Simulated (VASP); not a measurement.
# Mg6O7 in VASP: single point with LDA

Aim: the single point of Mg6O7 with LDA.

Everything below comes from runs of VASP 6.6.1. Logs are shortened: lines on timing, memory, paths and dates and some standing lists are left out, and cuts for length are marked.

**1. The cell of the first run**

The cell holds a slab with vacuum, 26 atoms: a = 5.633 Å, b = 5.633 Å, c = 16.749 Å, α = 90.00°, β = 90.00°, γ = 60.00°.

**2. Single point, LDA, collinear spin**

INCAR reads:

```
SYSTEM = Mg6O7
ALGO = Normal ; EDIFF = 1E-7
ENCUT = 520 ; ISIF = 2
ISMEAR = 0 ; ISPIN = 2
LASPH = .TRUE. ; LCHARG = .TRUE.
LELF = .TRUE. ; LORBIT = 11
LREAL = Auto ; LVHAR = .TRUE.
LWAVE = .FALSE. ; MAGMOM = 0 0 0 0 0 0 0 0 0 0 0 0 0 0 0 0 0 0 0 0 0 0 0 0 1 0
NBANDS = 77 ; NELM = 150
PREC = Accurate ; SIGMA = 0.05
```

KPOINTS reads:

```
k-points
0
G
  2 2 1
  0 0 0
```

POSCAR reads:

```
Mg6O7
1.0
    5.6328130000      0.0000000000      0.0000000000
    2.8164060000      4.8781590000      0.0000000000
    0.0000000000      0.0000000000     16.7489650000
Mg O
12 14
Direct
    0.0000000000      0.0000000000      0.0597051800
    0.0000000400      0.4999999800      0.0597051800
    0.4999999700      0.0000000000      0.0597051800
    0.5000000000      0.4999999800      0.0597051800
    0.6664660584      0.6670917353      0.2074595129
    0.6682083438      0.1651160587      0.2066644087
    0.1651337603      0.6698275598      0.2072483638
    0.1667214748      0.1650911337      0.2066622717
    0.3229358995      0.3540913429      0.3453078165
    0.3475604840      0.8166544519      0.3569513591
    0.8351687889      0.3296098730      0.3558326087
    0.8359424387      0.8166437265      0.3569003670
    0.3333333700      0.8333333000      0.1283537900
    0.3333333400      0.3333333200      0.1283537900
    0.8333333400      0.8333333000      0.1283537900
    0.8333333000      0.3333333200      0.1283537900
    0.0007501681      0.4957153343      0.2722774549
    0.9967515951      0.0065574814      0.2784581431
    0.5035581318      0.4957349828      0.2722788372
    0.4982021935      0.0035607740      0.2756513527
    0.6353076005      0.1615106312      0.4235635866
    0.6771328824      0.6460210196      0.4156364981
    0.2033916487      0.1614844417      0.4237351542
    0.1680990412      0.6638572753      0.4126670152
    0.2720955782      0.1702318892      0.4959120256
   -0.4419686029      0.1704049002      0.4958117567
```

Potentials or basis: VASP PAW LDA potentials, release 64 (Mg, O).

Launch:

```bash
> cat potpaw_LDA.64/Mg/POTCAR potpaw_LDA.64/O/POTCAR > POTCAR
> mpirun -np 1 vasp_std > vasp.out
```

OUTCAR:

```text
SYSTEM = Mg6O7
   EDIFF = 1E-7
   ENCUT = 520
   ISIF = 2
   ISMEAR = 0
   ISPIN = 2
   LASPH = .TRUE.
   LORBIT = 11
   LREAL = Auto
   NELM = 150
   PREC = Accurate

 ion  position               nearest neighbor table
   1  0.000  0.000  0.060-  16 1.99  15 1.99  13 1.99   2 2.82   2 2.82   3 2.82   4 2.82   4 2.82
                             3 2.82   6 2.95   8 2.95   7 2.95
   2  0.000  0.500  0.060-  15 1.99  14 1.99  16 1.99   4 2.82   3 2.82   1 2.82   1 2.82   4 2.82
                             3 2.82   8 2.95   5 2.96   7 2.96
   3  0.500  0.000  0.060-  13 1.99  14 1.99  15 1.99   4 2.82   2 2.82   1 2.82   4 2.82   1 2.82
                             2 2.82   8 2.95   6 2.95   5 2.96
   4  0.500  0.500  0.060-  14 1.99  13 1.99  16 1.99   2 2.82   3 2.82   3 2.82   1 2.82   1 2.82
                             2 2.82   6 2.95   5 2.96   7 2.96
   5  0.666  0.667  0.207-  19 1.96  17 1.96  20 2.00  15 2.10  13 2.10  16 2.10   8 2.81   6 2.81
                             7 2.82   7 2.82   6 2.82   8 2.82  12 2.95  10 2.95   3 2.96   2 2.96
   6  0.668  0.165  0.207-  19 1.95  20 1.99  18 2.00  15 2.08  16 2.09  14 2.09   7 2.79   8 2.81
                             5 2.81   5 2.82   8 2.82   7 2.84   9 2.87   1 2.95   3 2.95   4 2.95
   7  0.165  0.670  0.207-  19 1.98  17 1.98  18 2.03  13 2.09  15 2.09  14 2.11   9 2.78   8 2.79
                             6 2.79   5 2.82   5 2.82   6 2.84   8 2.84   1 2.95   4 2.96   2 2.96
   8  0.167  0.165  0.207-  17 1.95  20 1.99  18 2.00  13 2.08  16 2.09  14 2.09   7 2.79   6 2.81
                             5 2.81   5 2.82   6 2.82   7 2.84   9 2.87   1 2.95   3 2.95   2 2.95
   9  0.323  0.354  0.345-  24 1.89  17 1.99  19 1.99  21 2.02  23 2.02  20 2.07  12 2.68  10 2.68
                             7 2.78  26 2.79  25 2.80  11 2.82  11 2.82   8 2.87   6 2.87  10 2.97
  10  0.348  0.817  0.357-  24 1.87  22 1.88  23 2.03  19 2.11  20 2.14  18 2.16   9 2.68  11 2.75
                            12 2.75  12 2.88  11 2.89   5 2.95   9 2.97   7 2.98   8 3.04
  11  0.835  0.330  0.356-  22 1.84  18 2.04  21 2.13  23 2.13  19 2.14  17 2.14  10 2.75  12 2.75
                             9 2.82   9 2.82  12 2.89  10 2.89   6 2.98   8 2.98   5 2.98
  12  0.836  0.817  0.357-  24 1.87  22 1.88  21 2.03  17 2.11  20 2.14  18 2.16   9 2.68  11 2.75
                            10 2.75  10 2.88  11 2.89   5 2.95   9 2.97   7 2.98   6 3.04
  13  0.333  0.833  0.128-   3 1.99   4 1.99   1 1.99   8 2.08   7 2.09   5 2.10
  14  0.333  0.333  0.128-   4 1.99   3 1.99   2 1.99   8 2.09   6 2.09   7 2.11
  15  0.833  0.833  0.128-   2 1.99   1 1.99   3 1.99   6 2.08   7 2.09   5 2.10
  16  0.833  0.333  0.128-   1 1.99   4 1.99   2 1.99   6 2.09   8 2.09   5 2.10
  17  0.001  0.496  0.272-   8 1.95   5 1.96   7 1.98   9 1.99  12 2.11  11 2.14
  18  0.997  0.007  0.278-   8 2.00   6 2.00   7 2.03  11 2.04  12 2.16  10 2.16
  19  0.504  0.496  0.272-   6 1.95   5 1.96   7 1.98   9 1.99  10 2.11  11 2.14
  20  0.498  0.004  0.276-   8 1.99   6 1.99   5 2.00   9 2.07  10 2.14  12 2.14
  21  0.635  0.162  0.424-  26 1.28   9 2.02  12 2.03  11 2.13
  22  0.677  0.646  0.416-  11 1.84  12 1.88  10 1.88
  23  0.203  0.161  0.424-  25 1.28   9 2.02  10 2.03  11 2.13
  24  0.168  0.664  0.413-  12 1.87  10 1.87   9 1.89
  25  0.272  0.170  0.496-  23 1.28  26 1.61   9 2.80
  26  0.558  0.170  0.496-  21 1.28  25 1.61   9 2.79

  LATTYP: Found a hexagonal cell.
 ALAT       =     5.6328126177
 C/A-ratio  =     2.9734639046

[... 236 lines left out ...]
      4     -19.1952      1.00000
      5     -19.0720      1.00000
      6     -19.0128      1.00000
[... 265 lines left out ...]
     65       6.2752      0.00000
     66       6.5288      0.00000
 Fermi energy:        -0.5644945123

 spin component 2

 k-point     1 :       0.0000    0.0000    0.0000
  band No.  band energies     occupation
      1     -26.9185      1.00000
      2     -25.1786      1.00000
      3     -20.3020      1.00000
      4     -19.1867      1.00000
      5     -19.0720      1.00000
      6     -19.0127      1.00000
[... 265 lines left out ...]
     65       6.3001      0.00000
     66       6.5545      0.00000
 [bands above 66 left out]

------------------------ aborting loop because EDIFF is reached ----------------------------------------

  FORCE on cell =-STRESS in cart. coord.  units (eV):
  Direction    XX          YY          ZZ          XY          YZ          ZX
  --------------------------------------------------------------------------------------
  -------------------------------------------------------------------------------------
  Total       27.6044178     31.4375494      2.0195358     -0.0021672      0.1070536      0.0201540
  in kB       96.0992313    109.4435086      7.0306080     -0.0075446      0.3726854      0.0701622
  external PRESSURE =      70.8577826 kB  Pullay stress =       0.0000000 kB

 VOLUME and BASIS-vectors are now :
 -----------------------------------------------------------------------------
  energy-cutoff  :      520.00
  volume of cell :      460.22
      direct lattice vectors                 reciprocal lattice vectors
     5.632813000  0.000000000  0.000000000     0.177531191 -0.102497666  0.000000000
     2.816406000  4.878159000  0.000000000     0.000000000  0.204995368  0.000000000
     0.000000000  0.000000000 16.748965000     0.000000000  0.000000000  0.059705182

 POSITION                                       TOTAL-FORCE (eV/Angst)
 -----------------------------------------------------------------------------------
      0.00000      0.00000      1.00000        -0.000155      0.024116     -0.402596
      1.40820      2.43908      1.00000         0.007660     -0.025974     -0.314448
      2.81641      0.00000      1.00000         0.000055      0.028545     -0.363580
      4.22461      2.43908      1.00000        -0.007691     -0.026087     -0.314788
      5.63288      3.25418      3.47473         0.000318     -0.010983     -0.001706
      4.22893      0.80546      3.46141         0.000577      0.007025     -0.005659
[... 18 lines left out ...]
      2.01211      0.83042      8.30601         0.227553      0.034751      0.831326
      3.62322      0.83126      8.30433        -0.207701      0.033158      0.828334
 -----------------------------------------------------------------------------------
    total drift:                                0.001584     -0.002875      0.001372

  FREE ENERGIE OF THE ION-ELECTRON SYSTEM (eV)
  ---------------------------------------------------
  free  energy   TOTEN  =      -151.2014628836 eV

  energy  without entropy=     -151.2014070747  energy(sigma->0) =     -151.20143498

 total charge

# of ion       s       p       d       tot
------------------------------------------
    1        0.209   0.194   0.064   0.466
    2        0.208   0.193   0.064   0.465
    3        0.209   0.193   0.064   0.466
    4        0.208   0.193   0.064   0.465
    5        0.173   0.229   0.105   0.507
    6        0.174   0.229   0.106   0.510
[... 18 lines left out ...]
   25        1.616   3.206   0.000   4.822
   26        1.616   3.205   0.000   4.821
--------------------------------------------------
tot         24.029  51.729   1.102  76.860

 magnetization (x)

# of ion       s       p       d       tot
------------------------------------------
    1        0.000   0.000  -0.000   0.000
    2        0.000  -0.000  -0.000  -0.000
    3       -0.000  -0.000  -0.000  -0.000
    4        0.000  -0.000  -0.000  -0.000
    5       -0.000  -0.000   0.000  -0.000
    6       -0.000  -0.000  -0.000  -0.000
[... 18 lines left out ...]
   25        0.003   0.247   0.000   0.250
   26        0.003   0.247   0.000   0.250
--------------------------------------------------
tot          0.006   1.255   0.015   1.277
```

OSZICAR:

```text
N       E                     dE             d eps       ncg     rms          rms(c)
DAV:   1     0.838314289187E+03    0.83831E+03   -0.48789E+04  1232   0.120E+03
DAV:   2    -0.639867690614E+02   -0.90230E+03   -0.86016E+03  1603   0.295E+02
DAV:   3    -0.175007016261E+03   -0.11102E+03   -0.10997E+03  1520   0.107E+02
[... 18 lines left out ...]
DAV:  22    -0.151201171519E+03   -0.22348E-03   -0.85237E-06  1400   0.894E-03    0.919E-03
DAV:  23    -0.151201344466E+03   -0.17295E-03   -0.60515E-06  1376   0.585E-03    0.616E-03
DAV:  24    -0.151201433318E+03   -0.88853E-04   -0.35544E-06  1336   0.347E-03    0.358E-03
DAV:  25    -0.151201462190E+03   -0.28872E-04   -0.22393E-06  1320   0.307E-03    0.221E-03
DAV:  26    -0.151201462904E+03   -0.71342E-06   -0.45242E-07  1304   0.154E-03    0.105E-03
DAV:  27    -0.151201462884E+03    0.19942E-07   -0.62119E-08  1032   0.821E-04
   1 F= -.15120146E+03 E0= -.15120143E+03  d E =-.558089E-04  mag=     1.4999
```

Run time: 17 min. Hardware: 1 thread of AMD EPYC 7R43 (Zen 3), shared host; peak memory 0.48 GiB.

Results:

```yaml
Free_energy: -151.2015 eV
Largest_force: 0.969 eV/Å
Net_moment: 1.50 μB per cell
Site_moments: Mg +0.00, -0.00, +0.01; O -0.00, +0.00, +0.12, +0.25, +0.26 μB
Valence_electrons_inside_the_program's_atomic_spheres: Mg 0.47, 0.51, 0.50, 0.56, 0.53, 0.48; O 5.13, 5.12, 5.15, 5.11, 5.07, 5.03, 4.82
```

Forces in eV/Å, atoms in the order of the input:
```
Mg   0.000  0.024 -0.403
Mg   0.008 -0.026 -0.314
Mg   0.000  0.029 -0.364
Mg  -0.008 -0.026 -0.315
Mg   0.000 -0.011 -0.002
Mg   0.001  0.007 -0.006
Mg  -0.002 -0.008 -0.005
Mg  -0.002  0.009 -0.006
Mg   0.001 -0.034 -0.033
Mg   0.007  0.024 -0.067
Mg   0.001 -0.061  0.000
Mg  -0.008  0.025 -0.067
O   -0.057  0.060  0.556
O    0.000 -0.027  0.278
O    0.058  0.060  0.557
O    0.000 -0.091  0.291
O   -0.002  0.007 -0.007
O   -0.001  0.004 -0.006
O    0.002  0.006 -0.006
O    0.001 -0.001  0.006
O    0.299 -0.028 -0.886
O   -0.002  0.021  0.027
O   -0.317 -0.029 -0.915
O    0.001 -0.001  0.025
O    0.228  0.035  0.831
O   -0.208  0.033  0.828
```

Levels at points of the mesh, in eV from the Fermi level:
Spin up:
| k point | band 53 | band 54 | band 55 | band 56 | band 57 | band 58 |
| --- | --- | --- | --- | --- | --- | --- |
| (0.00, 0.00, 0.00) | -0.43 | -0.18 | 1.83 | 2.51 | 2.53 | 2.54 |
| (0.50, 0.00, 0.00) | -0.32 | -0.16 | -0.15 | 1.54 | 2.07 | 2.07 |
| (0.50, 0.50, 0.00) | -0.32 | -0.16 | -0.15 | 1.54 | 2.07 | 2.07 |
| (0.00, 0.50, 0.00) | -0.19 | -0.18 | -0.14 | 1.82 | 2.07 | 2.07 |
Spin down:
| k point | band 51 | band 52 | band 53 | band 54 | band 55 | band 56 |
| --- | --- | --- | --- | --- | --- | --- |
| (0.00, 0.00, 0.00) | -0.23 | -0.16 | 0.26 | 0.52 | 2.14 | 2.51 |
| (0.50, 0.00, 0.00) | -0.35 | -0.22 | -0.15 | -0.12 | 0.31 | 1.84 |
| (0.50, 0.50, 0.00) | -0.35 | -0.22 | -0.15 | -0.12 | 0.31 | 1.84 |
| (0.00, 0.50, 0.00) | -0.18 | -0.14 | -0.13 | 0.11 | 0.51 | 2.07 |

Caveat: the k points lie up to 0.64 Å⁻¹ apart.
